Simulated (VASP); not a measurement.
# BiBrO (P4/nmm) in VASP: notebook

BiBrO is run at these levels: LDA; tasks: single point.

All numbers are computed with VASP 6.6.1; they aren't measurements. Logs are shortened: lines on timing, memory, paths and dates and some standing lists are left out, and cuts for length are marked.

**1. The cell of the first run**

Symmetry: P4/nmm, No. 129, tetragonal system. Conventional cell: a = 3.883 Å, b = 3.883 Å, c = 7.887 Å, α = 90.00°, β = 90.00°, γ = 90.00°. Within 3.0 Å of Bi (site symmetry 4mm) lie 4 O at 2.30 Å. Br (site symmetry 4mm) has 6 Bi at 3.13 to 3.99 Å and 4 O at 3.36 Å and 8 Br at 3.64 to 3.88 Å within 4.1 Å. Within 3.0 Å of O (site symmetry -4m2) lie 4 Bi at 2.30 Å and 4 O at 2.75 Å.

**2. Single point, LDA**

INCAR

```
SYSTEM = BiBrO
  PREC = Accurate
  ENCUT = 520
  EDIFF = 1E-6
  ISMEAR = 0
  SIGMA = 0.05
  LREAL = .FALSE.
  LASPH = .TRUE.
  NELM = 100
  ALGO = Normal
  ISIF = 2
  LWAVE = .FALSE.
  LCHARG = .TRUE.
  LELF = .TRUE.
  LVHAR = .TRUE.
  NBANDS = 37
```

KPOINTS

```
regular mesh
0
G
  8 8 4
  0 0 0
```

POSCAR

```
BiBrO
1.0
    3.8826151614      0.0000000000      0.0000000000
    0.0000000000      3.8826151614      0.0000000000
    0.0000000000      0.0000000000      7.8867516861
Bi Br O
2 2 2
Direct
    0.0000000000      0.5000000000      0.1575579020
    0.5000000000      0.0000000000      0.8424420980
    0.0000000000      0.5000000000      0.6517216503
    0.5000000000      0.0000000000      0.3482783497
    0.0000000000      0.0000000000      0.0000000000
    0.5000000000      0.5000000000      0.0000000000
```

Potentials or basis: VASP PAW LDA potentials, release 64 (Bi_d, Br, O).

On the command line:

```bash
> cat potpaw_LDA.64/Bi_d/POTCAR potpaw_LDA.64/Br/POTCAR potpaw_LDA.64/O/POTCAR > POTCAR
> mpirun -np 1 vasp_std > vasp.out
```

OUTCAR:

```text
SYSTEM = BiBrO
   PREC = Accurate
   ENCUT = 520
   EDIFF = 1E-6
   ISMEAR = 0
   LREAL = .FALSE.
   LASPH = .TRUE.
   NELM = 100
   ISIF = 2

 ion  position               nearest neighbor table
   1  0.000  0.500  0.158-   5 2.30   6 2.30   5 2.30   6 2.30   4 3.13   4 3.13   4 3.13   4 3.13
                             2 3.70   2 3.70   2 3.70   2 3.70
   2  0.500  0.000  0.842-   5 2.30   6 2.30   6 2.30   5 2.30   3 3.13   3 3.13   3 3.13   3 3.13
                             1 3.70   1 3.70   1 3.70   1 3.70
   3  0.000  0.500  0.652-   2 3.13   2 3.13   2 3.13   2 3.13
   4  0.500  0.000  0.348-   1 3.13   1 3.13   1 3.13   1 3.13
   5  0.000  0.000  0.000-   1 2.30   2 2.30   1 2.30   2 2.30
   6  0.500  0.500  0.000-   1 2.30   2 2.30   2 2.30   1 2.30

  LATTYP: Found a simple tetragonal cell.
 ALAT       =     3.8826151614
 C/A-ratio  =     2.0312988432

  Lattice vectors:

 A1 = (   3.8826151614,   0.0000000000,   0.0000000000)
 A2 = (   0.0000000000,   3.8826151614,   0.0000000000)
 A3 = (   0.0000000000,   0.0000000000,   7.8867516861)

Analysis of symmetry for initial positions (statically):
=====================================================================
 Subroutine PRICEL returns:
 Original cell was already a primitive cell.

 Routine SETGRP: Setting up the symmetry group for a
 simple tetragonal supercell.

 Subroutine GETGRP returns: Found 16 space group operations
 (whereof  8 operations were pure point group operations)
 out of a pool of 16 trial point group operations.

The static configuration has the point symmetry D_2d.
 The point group associated with its full space group is D_4h.

Analysis of symmetry for dynamics (positions and initial velocities):
=====================================================================
 Subroutine PRICEL returns:
 Original cell was already a primitive cell.

 Routine SETGRP: Setting up the symmetry group for a
 simple tetragonal supercell.

 Subroutine GETGRP returns: Found 16 space group operations
 (whereof  8 operations were pure point group operations)
 out of a pool of 16 trial point group operations.

The dynamic configuration has the point symmetry D_2d.
 The point group associated with its full space group is D_4h.

 Subroutine INISYM returns: Found 16 space group operations
 (whereof  8 operations are pure point group operations),
 and found     1 'primitive' translations

----------------------------------------------------------------------------------------

                                     Primitive cell

  volume of cell :     118.8904

  direct lattice vectors                    reciprocal lattice vectors
     3.882615161  0.000000000  0.000000000     0.257558362  0.000000000  0.000000000
     0.000000000  3.882615161  0.000000000     0.000000000  0.257558362  0.000000000
     0.000000000  0.000000000  7.886751686     0.000000000  0.000000000  0.126794914

  length of vectors
     3.882615161  3.882615161  7.886751686     0.257558362  0.257558362  0.126794914

  position of ions in fractional coordinates (direct lattice)
     0.000000000  0.500000000  0.157557902
     0.500000000  0.000000000  0.842442098
     0.000000000  0.500000000  0.651721650
     0.500000000  0.000000000  0.348278350
     0.000000000  0.000000000  0.000000000
     0.500000000  0.500000000  0.000000000

  ion indices of the primitive-cell ions
   primitive index   ion index
                 1           1
                 2           2
                 3           3
                 4           4
                 5           5
                 6           6

----------------------------------------------------------------------------------------

 KPOINTS: regular mesh

Automatic generation of k-mesh.
 Grid dimensions read from file:
 generate k-points for:    8    8    4

 Generating k-lattice:

  Cartesian coordinates                     Fractional coordinates (reciprocal lattice)
     0.032194795  0.000000000  0.000000000     0.125000000  0.000000000  0.000000000
     0.000000000  0.032194795  0.000000000     0.000000000  0.125000000  0.000000000
     0.000000000  0.000000000  0.031698728     0.000000000  0.000000000  0.250000000

  Length of vectors
     0.032194795  0.032194795  0.031698728

  Shift w.r.t. Gamma in fractional coordinates (k-lattice)
     0.000000000  0.000000000  0.000000000

 Subroutine IBZKPT returns following result:
 ===========================================

 Found     45 irreducible k-points:

 Following reciprocal coordinates:
            Coordinates               Weight
  0.000000  0.000000  0.000000      1.000000
  0.125000  0.000000  0.000000      4.000000
  0.250000  0.000000  0.000000      4.000000
  0.375000  0.000000  0.000000      4.000000
  0.500000  0.000000  0.000000      2.000000
  0.125000  0.125000  0.000000      4.000000
[... 16 lines left out ...]
  0.375000  0.125000  0.250000     16.000000
  0.500000  0.125000  0.250000      8.000000
 [... further k-points ...]
   k-points           NKPTS =     45   k-points in BZ     NKDIM =     45   number of bands    NBANDS=     37
   number of dos      NEDOS =    301   number of ions     NIONS =      6
   total plane-waves  NPLWV =  54000
   dimension x,y,z NGX =    30 NGY =   30 NGZ =   60
   dimension x,y,z NGXF=    60 NGYF=   60 NGZF=  120
   ions per type =               2   2   2
   NGX,Y,Z   is equivalent  to a cutoff of  12.85, 12.85, 12.65 a.u.
   NGXF,Y,Z  is equivalent  to a cutoff of  25.69, 25.69, 25.29 a.u.
 SYSTEM =  BiBrO
   PREC   = accura    normal or accurate (medium, high low for compatibility)
   ISTART =      0    job   : 0-new  1-cont  2-samecut
   ICHARG =      2    charge: 1-file 2-atom 10-const
   ISPIN  =      1    spin polarized calculation?
   LNONCOLLINEAR =      F non collinear calculations
   LSORBIT =      F    spin-orbit coupling
   LASPH  =      T    aspherical Exc in radial PAW
   ENCUT  =  520.0 eV  38.22 Ry    6.18 a.u.   7.22  7.22 14.66*2*pi/ulx,y,z
   NELM   =    100;   NELMIN=  2; NELMDL= -5     # of ELM steps
   EDIFF  = 0.1E-05   stopping-criterion for ELM
   LREAL  =      F    real-space projection
   EDIFFG = 0.1E-04   stopping-criterion for IOM
   NSW    =      0    number of steps for IOM
   IBRION =     -1    ionic relax: 0-MD 1-quasi-New 2-CG
   NFREE  =      0    steps in history (QN), initial steepest desc. (CG)
   ISIF   =      2    stress and relaxation
   ISYM   =      2    0-nonsym 1-usesym 2-fastsym
   POTIM  = 0.5000    time-step for ionic-motion
   TEBEG  =    0.0;   TEEND  =   0.0 temperature during run
   PSTRESS=    0.0 pullay stress
   NELECT =      56.0000    total number of electrons
   NUPDOWN=      -1.0000    fix difference up-down
   EMIN   =  10.00;   EMAX   =-10.00  energy-range for DOS
   EFERMI =   0.00;   METHOD = LEGACY
   ISMEAR =     0;   SIGMA  =   0.05  broadening in eV -4-tet -1-fermi 0-gaus
   EFERMI_NEDOS =   21; number of points for ismear=-14 and -15
   IALGO  =     38    algorithm
   IMIX   =      4    mixing-type and parameters
     AMIX     =   0.40;   BMIX     =  1.00
     AMIX_MAG =   1.60;   BMIX_MAG =  1.00
  volume/ion in A,a.u.               =      19.82       133.72
  Fermi-wavevector in a.u.,A,eV,Ry     =   1.273763  2.407063 22.075066  1.622472
  Thomas-Fermi vector in A             =   2.406568
   LORBIT       =      0    0 simple, 1 ext, 2 COOP (PROOUT), +10 PAW based schemes
   GGA     = CA    functional components
   LHFCALC =     F    Hartree Fock is set to
   AEXX    =    0.0000 exact exchange contribution
   IVDW    =     0    specifies the selected vdW correction
   LEPSILON=     F    determine dielectric tensor
   LRPA    =     F    only Hartree local field effects (RPA)
 non-spin polarized calculation
 Gauss-broadening in eV      SIGMA  =   0.05
  energy-cutoff  :      520.00
  volume of cell :      118.89
 maximum number of plane-waves:      3232
 NGX is ok and might be reduce to    30
   NGX = 15   NGY = 15   NGZ = 29

 number of electron      55.9999989 magnetization

 Free energy of the ion-electron system (eV)
  ---------------------------------------------------
  ext. energy  EPLUGINS =         0.00000000
  ---------------------------------------------------
  free energy    TOTEN  =       -31.93588418 eV

  energy without entropy =      -31.93588418  energy(sigma->0) =      -31.93588418

 E-fermi :   4.9086     XC(G=0): -10.6482

 val. band max:        4.6589228997   @ k =   0.3750   0.0000   0.5000
 cond. band min:       6.6837175555   @ k =   0.0000   0.0000   0.5000
 fundamental gap:      2.0247946558
 Fermi energy:         4.9085707766

 k-point     1 :       0.0000    0.0000    0.0000
  band No.  band energies     occupation
      1     -17.5425      2.00000
      2     -17.3329      2.00000
      3     -17.3329      2.00000
      4     -17.3195      2.00000
      5     -17.3165      2.00000
      6     -17.2786      2.00000
[... 29 lines left out ...]
     36      12.6681      0.00000
     37      12.7342      0.00000

 k-point     2 :       0.1250    0.0000    0.0000
  band No.  band energies     occupation
      1     -17.5371      2.00000
      2     -17.3317      2.00000
      3     -17.3313      2.00000
      4     -17.3160      2.00000
      5     -17.3100      2.00000
      6     -17.2806      2.00000
[... 29 lines left out ...]
     36      12.8015      0.00000
     37      13.0799      0.00000

 k-point     3 :       0.2500    0.0000    0.0000
  band No.  band energies     occupation
      1     -17.5239      2.00000
      2     -17.3494      2.00000
      3     -17.3271      2.00000
      4     -17.3268      2.00000
      5     -17.2955      2.00000
      6     -17.2911      2.00000
[... 29 lines left out ...]
     36      13.0731      0.00000
     37      13.7791      0.00000

 k-point     4 :       0.3750    0.0000    0.0000
  band No.  band energies     occupation
      1     -17.5040      2.00000
      2     -17.4153      2.00000
      3     -17.3210      2.00000
      4     -17.3185      2.00000
      5     -17.3017      2.00000
      6     -17.3007      2.00000
[... 29 lines left out ...]
     36      13.5879      0.00000
     37      13.6363      0.00000
[... 683 lines left out ...]
      1     -17.5231      2.00000
      2     -17.3677      2.00000
      3     -17.3227      2.00000
      4     -17.3219      2.00000
      5     -17.2968      2.00000
      6     -17.2885      2.00000
[... 29 lines left out ...]
     36      13.3948      0.00000
     37      14.3186      0.00000

 k-point    23 :       0.3750    0.1250    0.2500
  band No.  band energies     occupation
      1     -17.5079      2.00000
      2     -17.4298      2.00000
      3     -17.3150      2.00000
      4     -17.3126      2.00000
      5     -17.2980      2.00000
      6     -17.2916      2.00000
[... 29 lines left out ...]
     36      13.7908      0.00000
     37      13.9825      0.00000

 k-point    24 :       0.5000    0.1250    0.2500
  band No.  band energies     occupation
      1     -17.4787      2.00000
      2     -17.4787      2.00000
      3     -17.3063      2.00000
      4     -17.3063      2.00000
      5     -17.3029      2.00000
      6     -17.3029      2.00000
[... 29 lines left out ...]
     36      13.6148      0.00000
     37      13.8383      0.00000

 [... further k-points ...]
[... 5 lines left out ...]
  --------------------------------------------------------------------------------------
  -------------------------------------------------------------------------------------
  Total        0.2460927      0.2460927      0.1892335      0.0000000     -0.0000000      0.0000000
  in kB        3.3163653      3.3163653      2.5501260      0.0000000     -0.0000000      0.0000000
  external PRESSURE =       3.0609522 kB  Pullay stress =       0.0000000 kB

 VOLUME and BASIS-vectors are now :
 -----------------------------------------------------------------------------
  energy-cutoff  :      520.00
  volume of cell :      118.89
      direct lattice vectors                 reciprocal lattice vectors
     3.882615161  0.000000000  0.000000000     0.257558362  0.000000000  0.000000000
     0.000000000  3.882615161  0.000000000     0.000000000  0.257558362  0.000000000
     0.000000000  0.000000000  7.886751686     0.000000000  0.000000000  0.126794914

 POSITION                                       TOTAL-FORCE (eV/Angst)
 -----------------------------------------------------------------------------------
      0.00000      1.94131      1.24262         0.000000      0.000000      0.081256
      1.94131      0.00000      6.64413         0.000000      0.000000     -0.081256
      0.00000      1.94131      5.13997         0.000000      0.000000     -0.009766
      1.94131      0.00000      2.74678        -0.000000     -0.000000      0.009766
      0.00000      0.00000      0.00000         0.000000      0.000000      0.000000
      1.94131      1.94131      0.00000         0.000000     -0.000000      0.000000
 -----------------------------------------------------------------------------------
    total drift:                                0.000000      0.000000     -0.000000

  FREE ENERGIE OF THE ION-ELECTRON SYSTEM (eV)
  ---------------------------------------------------
  free  energy   TOTEN  =       -31.9358841771 eV

  energy  without entropy=      -31.9358841771  energy(sigma->0) =      -31.93588418
```

Wall time 4.9 min (1 thread of Intel Xeon 8259CL, shared host); peak memory 0.3 GiB.

Results:

| Item | Value |
| --- | --- |
| Free energy | -31.9359 eV |
| Pressure | 0.3 GPa |
| Largest force | 0.081 eV/Å |
| Band gap on the k mesh | 2.02 eV (least direct gap 2.24 eV) |

Forces in eV/Å, atoms in the order of the input:
```
Bi   0.000  0.000  0.081
Bi   0.000  0.000 -0.081
Br   0.000  0.000 -0.010
Br   0.000  0.000  0.010
O    0.000  0.000  0.000
O    0.000  0.000  0.000
```

Stress tensor (GPa, compression positive):
```
0.33 0.00 0.00
0.00 0.33 0.00
0.00 0.00 0.26
```

Levels at points of the mesh, in eV from the valence-band top:
```tsv
k point	band 25	band 26	band 27	band 28	band 29	band 30	band 31	band 32
(0.00, 0.00, 0.00)	-1.26	-0.97	-0.97	-0.81	2.34	3.23	4.94	4.94
(0.50, 0.00, 0.00)	-0.73	-0.73	-0.16	-0.16	4.26	4.26	4.74	4.74
(0.50, 0.50, 0.00)	-1.11	-1.11	-0.90	-0.90	3.31	3.31	5.04	5.04
(0.00, 0.00, 0.50)	-1.00	-0.61	-0.61	-0.21	2.02	2.38	4.73	4.73
(0.50, 0.00, 0.50)	-0.75	-0.75	-0.12	-0.12	4.06	4.06	4.80	4.80
(0.50, 0.50, 0.50)	-1.36	-1.36	-1.11	-1.11	4.13	4.13	5.32	5.32
```

Caveat: spin-orbit coupling is left out, which moves the levels of the heavy elements. Expect the measured gap to be larger: semilocal functionals such as LDA lack the derivative discontinuity.

(Continued in part 2 of 2.)
